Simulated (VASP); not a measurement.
Se:

```
Se
1.0
    -1.76004    1.76004    1.76004
     1.76004   -1.76004    1.76004
     1.76004    1.76004   -1.76004
Se
1
Direct
  0.00000 0.00000 0.00000
```

This isn't the form of Se at room conditions, which is trigonal, of chains.

- Program: VASP 6.6.1
- Task: relaxation of cell and atoms
- Functional: LDA
- Potentials or basis: VASP PAW LDA potentials, release 64 (Se)
- Cutoff: 600 eV
- k mesh: 13 × 13 × 13
- Occupations: fermi-dirac, width 0.1 eV
- Spin: no spin polarisation

At the start: pressure -9.3 GPa; volume 21.81 Å³/atom.

Where does the relaxation end?

Over 3 steps the energy falls by 95.1 meV/atom and the volume is 18.95 Å³/atom (-13.1 %); space group Im-3m (No. 229, to 0.1 Å) before and after.

The path:
```csv
step,energy change (eV),largest force (eV/Å),pressure (GPa),volume (Å³)
1,0.0000,0.0000,-9.33,21.81
2,-0.0814,0.0000,5.07,18.04
3,-0.0951,0.0000,0.00,18.95
```

Final structure:
```xyz
1
Lattice="-1.6795 1.6795 1.6795 1.6795 -1.6795 1.6795 1.6795 1.6795 -1.6795" Properties=species:S:1:pos:R:3 pbc="T T T"
Se    0.0000    0.0000    0.0000
```
